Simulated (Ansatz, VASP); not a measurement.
# HfB: VASP beside Ansatz

```
Hf B
1.0
     3.46978    0.00000    0.00000
    -1.73489    3.00492    0.00000
     0.00000    0.00000   13.53706
Hf B
5 5
Direct
  0.00000 0.00000 0.00303
  0.33333 0.66667 0.19697
  0.00000 0.00000 0.39642
  0.66667 0.33333 0.60000
  0.33333 0.66667 0.80358
  0.66667 0.33333 0.10000
  0.66667 0.33333 0.29476
  0.33333 0.66667 0.49728
  0.00000 0.00000 0.70272
  0.66667 0.33333 0.90524
```

Alike in both runs: functional PBE; k mesh 12 × 12 × 3; occupations gaussian, width 0.1 eV; no spin polarisation.

Ansatz relaxed the structure, and its values are those at the end. VASP's run is a single point on that final structure, the one shown.

|  | VASP | Ansatz |
| --- | --- | --- |
| version | VASP 6.6.1 | Ansatz 0.2.0 |
| potentials or method | VASP PAW PBE potentials, release 64 (Hf_pv, B), cutoff 520 eV | scalar-relativistic, plane waves, PAW |
| valence electrons in the cell | 65 | 145 |

```tsv
	VASP	Ansatz	Ansatz less VASP
gap on the k mesh at the Fermi level (eV)	none	none	-
pressure (GPa)	0.1	0.0	-0.04
rms of the force components (eV/Å)	0.005	0.001	-0.0033
```

A gap of «none» marks a metal or a gap that the smearing closes. VASP's potentials hold 65 valence electrons a cell and Ansatz's 145, so a difference there can come from the potentials and not from the codes.

Neither program's run includes spin-orbit coupling.
